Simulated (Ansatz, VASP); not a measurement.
CoH4 in VASP and in Ansatz

```
Co H
1.0
     2.78072    0.00000    0.00000
     0.00000    2.78072    0.00000
     0.00000    0.00000    2.78072
Co H
1 4
Direct
  0.00000 0.00000 0.00000
  0.50000 0.50000 0.50000
  0.00000 0.50000 0.50000
  0.50000 0.00000 0.50000
  0.50000 0.50000 0.00000
```

Change from the starting cell: species swapped into the Mn4N type (Pm-3m, No. 221).

Alike in both runs: functional PBE; k mesh 4 × 4 × 4; occupations gaussian, width 0.15 eV; collinear spin.

Ansatz relaxed the structure, and its values are those at the end. VASP's run is a single point on that final structure, the one shown.

```csv
,VASP,Ansatz
version,VASP 6.6.1,Ansatz 0.2.0
potentials or method,"VASP PAW PBE potentials, release 64 (Co, H), cutoff 600 eV","scalar-relativistic, plane waves, PAW"
valence electrons in the cell,13,21
```

Ansatz gave:

- gap on the k mesh at the Fermi level (eV): none
- pressure (GPa): -0.4
- net moment per atom (μB): 0.19
- size of the moment on the site where the two differ most (μB): 0.90

Task: Which values does VASP return?

Result: gap on the k mesh at the Fermi level (eV): none; pressure (GPa): -0.5; net moment per atom (μB): 0.19; size of the moment on the site where the two differ most (μB): 0.93.

Site moments also hang on the region over which each program counts them. A gap of «none» marks a metal or a gap that the smearing closes. VASP's potentials hold 13 valence electrons a cell and Ansatz's 21, so a difference there can come from the potentials and not from the codes.

The k mesh is coarse, so the values compare programs but aren't converged.
